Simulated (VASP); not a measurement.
# CsH (I4mm) in VASP: further runs, part 2 of 2

VASP 6.6.1. The steps go on from the part before.

### Step 4. Single point, LDA (all Cs atoms moved +0.175 Å, as atom 1 along Cartesian [0 0 1])

Input file INCAR:

```
PREC = Accurate ; ENCUT = 520
EDIFF = 1E-7 ; ISMEAR = 0
SIGMA = 0.05 ; LREAL = False
LASPH = True ; NELM = 60
ALGO = Normal ; ISIF = 2
LWAVE = False ; LCHARG = False
GGA = CA ; NBANDS = 12
```

Input file KPOINTS:

```
regular mesh
0
Gamma
  8 8 8
```

Input file POSCAR:

```
CsH
1.0
    0.0000000000      3.1880000000      3.1880000000
    3.1880000000      0.0000000000      3.1880000000
    3.1880000000      3.1880000000      0.0000000000
Cs H
1 1
Direct
    0.0274466750      0.0274466750     -0.0274466750
    0.5000000000      0.5000000000      0.5000000000
```

Potentials or basis: VASP PAW LDA potentials, release 64 (Cs_sv, H).

Launch:

```console
> cat potpaw_LDA.64/Cs_sv/POTCAR potpaw_LDA.64/H/POTCAR > POTCAR
> mpirun -np 1 vasp_std > vasp.out
```

OUTCAR:

```text
PREC = Accurate
   ENCUT = 520
   EDIFF = 1E-7
   ISMEAR = 0
   LREAL = False
   LASPH = True
   NELM = 60
   ISIF = 2
   GGA = CA

 ion  position               nearest neighbor table
   1  0.027  0.027  0.973-
   2  0.500  0.500  0.500-

  LATTYP: Found a face centered cubic cell.
 ALAT       =     6.3760000000

  Lattice vectors:

 A1 = (   0.0000000000,   3.1880000000,   3.1880000000)
 A2 = (   3.1880000000,   0.0000000000,   3.1880000000)
 A3 = (   3.1880000000,   3.1880000000,   0.0000000000)

Analysis of symmetry for initial positions (statically):
=====================================================================
 Subroutine PRICEL returns:
 Original cell was already a primitive cell.

 Routine SETGRP: Setting up the symmetry group for a
 face centered cubic supercell.

 Subroutine GETGRP returns: Found  8 space group operations
 (whereof  8 operations were pure point group operations)
 out of a pool of 48 trial point group operations.

The static configuration has the point symmetry C_4v.

Analysis of symmetry for dynamics (positions and initial velocities):
=====================================================================
 Subroutine PRICEL returns:
 Original cell was already a primitive cell.

 Routine SETGRP: Setting up the symmetry group for a
 face centered cubic supercell.

 Subroutine GETGRP returns: Found  8 space group operations
 (whereof  8 operations were pure point group operations)
 out of a pool of 48 trial point group operations.

The dynamic configuration has the point symmetry C_4v.

 Subroutine INISYM returns: Found  8 space group operations
 (whereof  8 operations are pure point group operations),
 and found     1 'primitive' translations

----------------------------------------------------------------------------------------

                                     Primitive cell

  volume of cell :      64.8015

  direct lattice vectors                    reciprocal lattice vectors
     0.000000000  3.188000000  3.188000000    -0.156838143  0.156838143  0.156838143
     3.188000000  0.000000000  3.188000000     0.156838143 -0.156838143  0.156838143
     3.188000000  3.188000000  0.000000000     0.156838143  0.156838143 -0.156838143

  length of vectors
     4.508512837  4.508512837  4.508512837     0.271651632  0.271651632  0.271651632

  position of ions in fractional coordinates (direct lattice)
     0.027446675  0.027446675  0.972553325
     0.500000000  0.500000000  0.500000000

  ion indices of the primitive-cell ions
   primitive index   ion index
                 1           1
                 2           2

----------------------------------------------------------------------------------------

 KPOINTS: regular mesh

Automatic generation of k-mesh.
 Grid dimensions read from file:
 generate k-points for:    8    8    8

 Generating k-lattice:

  Cartesian coordinates                     Fractional coordinates (reciprocal lattice)
    -0.019604768  0.019604768  0.019604768     0.125000000  0.000000000  0.000000000
     0.019604768 -0.019604768  0.019604768     0.000000000  0.125000000  0.000000000
     0.019604768  0.019604768 -0.019604768     0.000000000  0.000000000  0.125000000

  Length of vectors
     0.033956454  0.033956454  0.033956454

[... 36 lines left out ...]
   number of dos      NEDOS =    301   number of ions     NIONS =      2
   total plane-waves  NPLWV =  46656
   dimension x,y,z NGX =    36 NGY =   36 NGZ =   36
   dimension x,y,z NGXF=    72 NGYF=   72 NGZF=   72
   ions per type =               1   1
   NGX,Y,Z   is equivalent  to a cutoff of  13.27, 13.27, 13.27 a.u.
   NGXF,Y,Z  is equivalent  to a cutoff of  26.55, 26.55, 26.55 a.u.
 SYSTEM =  unknown system
   PREC   = accura    normal or accurate (medium, high low for compatibility)
   ISTART =      0    job   : 0-new  1-cont  2-samecut
   ICHARG =      2    charge: 1-file 2-atom 10-const
   ISPIN  =      1    spin polarized calculation?
   LNONCOLLINEAR =      F non collinear calculations
   LSORBIT =      F    spin-orbit coupling
   LASPH  =      T    aspherical Exc in radial PAW
   ENCUT  =  520.0 eV  38.22 Ry    6.18 a.u.   8.38  8.38  8.38*2*pi/ulx,y,z
   NELM   =     60;   NELMIN=  2; NELMDL= -5     # of ELM steps
   EDIFF  = 0.1E-06   stopping-criterion for ELM
   LREAL  =      F    real-space projection
   EDIFFG = 0.1E-05   stopping-criterion for IOM
   NSW    =      0    number of steps for IOM
   IBRION =     -1    ionic relax: 0-MD 1-quasi-New 2-CG
   NFREE  =      0    steps in history (QN), initial steepest desc. (CG)
   ISIF   =      2    stress and relaxation
   ISYM   =      2    0-nonsym 1-usesym 2-fastsym
   POTIM  = 0.5000    time-step for ionic-motion
   TEBEG  =    0.0;   TEEND  =   0.0 temperature during run
   PSTRESS=    0.0 pullay stress
   NELECT =      10.0000    total number of electrons
   NUPDOWN=      -1.0000    fix difference up-down
   EMIN   =  10.00;   EMAX   =-10.00  energy-range for DOS
   EFERMI =   0.00;   METHOD = LEGACY
   ISMEAR =     0;   SIGMA  =   0.05  broadening in eV -4-tet -1-fermi 0-gaus
   EFERMI_NEDOS =   21; number of points for ismear=-14 and -15
   IALGO  =     38    algorithm
   IMIX   =      4    mixing-type and parameters
     AMIX     =   0.40;   BMIX     =  1.00
     AMIX_MAG =   1.60;   BMIX_MAG =  1.00
  volume/ion in A,a.u.               =      32.40       218.65
  Fermi-wavevector in a.u.,A,eV,Ry     =   0.878105  1.659378 10.491026  0.771069
  Thomas-Fermi vector in A             =   1.998146
   LORBIT       =      0    0 simple, 1 ext, 2 COOP (PROOUT), +10 PAW based schemes
   GGA     = CA    functional components
   LHFCALC =     F    Hartree Fock is set to
   AEXX    =    0.0000 exact exchange contribution
   IVDW    =     0    specifies the selected vdW correction
   LEPSILON=     F    determine dielectric tensor
   LRPA    =     F    only Hartree local field effects (RPA)
 non-spin polarized calculation
 Gauss-broadening in eV      SIGMA  =   0.05
  energy-cutoff  :      520.00
  volume of cell :       64.80
 maximum number of plane-waves:      1807
 NGX is ok and might be reduce to    36
   NGX = 17   NGY = 17   NGZ = 17

 number of electron      10.0000000 magnetization

 number of electron       9.9999999 magnetization

 Free energy of the ion-electron system (eV)
  ---------------------------------------------------
  ext. energy  EPLUGINS =         0.00000000
  ---------------------------------------------------
  free energy    TOTEN  =        -4.88441768 eV

  energy without entropy =       -4.88441768  energy(sigma->0) =       -4.88441768

 E-fermi :   0.2827     XC(G=0):  -7.5272

 val. band max:        0.0201077239   @ k =   0.5000   0.0000   0.0000
 cond. band min:       1.9864944307   @ k =   0.5000   0.0000   0.0000
 fundamental gap:      1.9663867068
 Fermi energy:         0.2827266408

 k-point     1 :       0.0000    0.0000    0.0000
  band No.  band energies     occupation
      1     -21.4115      2.00000
      2      -7.8604      2.00000
      3      -7.8604      2.00000
      4      -7.8595      2.00000
      5      -1.8341      2.00000
      6       5.0093      0.00000
      7       5.0093      0.00000
      8       5.0160      0.00000
      9       5.6535      0.00000
     10       6.8181      0.00000
     11       6.8275      0.00000
     12       8.5412      0.00000
[... 331 lines left out ...]
 k-point    24 :       0.5000    0.2500    0.0000
  band No.  band energies     occupation
      1     -21.3186      2.00000
      2      -8.5641      2.00000
      3      -8.1845      2.00000
      4      -8.0527      2.00000
      5      -0.6174      2.00000
      6       3.0433      0.00000
      7       4.2320      0.00000
      8       5.6289      0.00000
      9       6.6068      0.00000
     10       8.4026      0.00000
     11       8.6543      0.00000
     12       9.2470      0.00000

 [... further k-points ...]

------------------------ aborting loop because EDIFF is reached ----------------------------------------

  FORCE on cell =-STRESS in cart. coord.  units (eV):
  Direction    XX          YY          ZZ          XY          YZ          ZX
  --------------------------------------------------------------------------------------
  -------------------------------------------------------------------------------------
  Total       -0.5141367     -0.5141367     -0.3923194      0.0000000      0.0000000      0.0000000
  in kB      -12.7117177    -12.7117177     -9.6998594      0.0000000      0.0000000      0.0000000
  external PRESSURE =     -11.7077650 kB  Pullay stress =       0.0000000 kB

 VOLUME and BASIS-vectors are now :
 -----------------------------------------------------------------------------
  energy-cutoff  :      520.00
  volume of cell :       64.80
      direct lattice vectors                 reciprocal lattice vectors
     0.000000000  3.188000000  3.188000000    -0.156838143  0.156838143  0.156838143
     3.188000000  0.000000000  3.188000000     0.156838143 -0.156838143  0.156838143
     3.188000000  3.188000000  0.000000000     0.156838143  0.156838143 -0.156838143

 POSITION                                       TOTAL-FORCE (eV/Angst)
 -----------------------------------------------------------------------------------
      3.18800      3.18800      0.17500         0.000000      0.000000     -0.087710
      3.18800      3.18800      3.18800         0.000000      0.000000      0.087710
 -----------------------------------------------------------------------------------
    total drift:                               -0.000000     -0.000000     -0.000048

  FREE ENERGIE OF THE ION-ELECTRON SYSTEM (eV)
  ---------------------------------------------------
  free  energy   TOTEN  =        -4.8844176833 eV

  energy  without entropy=       -4.8844176833  energy(sigma->0) =       -4.88441768
```

Run time: 62 s. Hardware: 1 thread of Intel Xeon 8259CL, shared host; peak memory 0.2 GiB.

What came out:

```
Free energy            : -4.8844 eV
Pressure               : -1.2 GPa
Largest force          : 0.088 eV/Å
Band gap on the k mesh : 1.97 eV
```

Forces on the atoms (eV/Å):
```
Cs   0.000  0.000 -0.088
H    0.000  0.000  0.088
```

Levels at points of the mesh, in eV from the valence-band top:
| k point | band 2 | band 3 | band 4 | band 5 | band 6 | band 7 | band 8 | band 9 |
| --- | --- | --- | --- | --- | --- | --- | --- | --- |
| (0.00, 0.00, 0.00) | -7.88 | -7.88 | -7.88 | -1.85 | 4.99 | 4.99 | 5.00 | 5.63 |
| (0.50, 0.00, 0.00) | -8.75 | -7.98 | -7.98 | 0.00 | 1.97 | 4.56 | 4.56 | 7.01 |
| (0.50, 0.50, 0.00) | -8.63 | -8.16 | -8.16 | -1.20 | 2.87 | 5.27 | 7.93 | 8.09 |
| (0.00, 0.50, 0.50) | -8.63 | -8.16 | -8.16 | -1.20 | 2.86 | 5.32 | 7.46 | 8.10 |

Caveat: the cell differs from its parent crystal (all Cs atoms moved +0.175 Å, as atom 1 along Cartesian [0 0 1]); spin-orbit coupling is left out, which moves the levels of the heavy elements.

### Step 5. Overview

| cell | gap on the mesh (eV) | pressure (GPa) | largest force (eV/Å) |
| --- | --- | --- | --- |
| as given, atomic positions A | 1.98 | -1.1 | 0.10 |
| as given, atomic positions B | 1.96 | -1.2 | 0.07 |
| as given, atomic positions C | 1.97 | -1.2 | 0.09 |

Alike in all rows: task single point; level LDA; potentials or basis VASP PAW LDA potentials, release 64 (Cs_sv, H); no spin polarisation; k mesh 8 × 8 × 8; cutoff (eV) 520; smearing gaussian 0.05 eV.

Caveats: spin-orbit coupling is left out, which moves the levels of the heavy elements.

Total energies depend on the potentials used, so only differences within one code and one set of settings carry meaning.
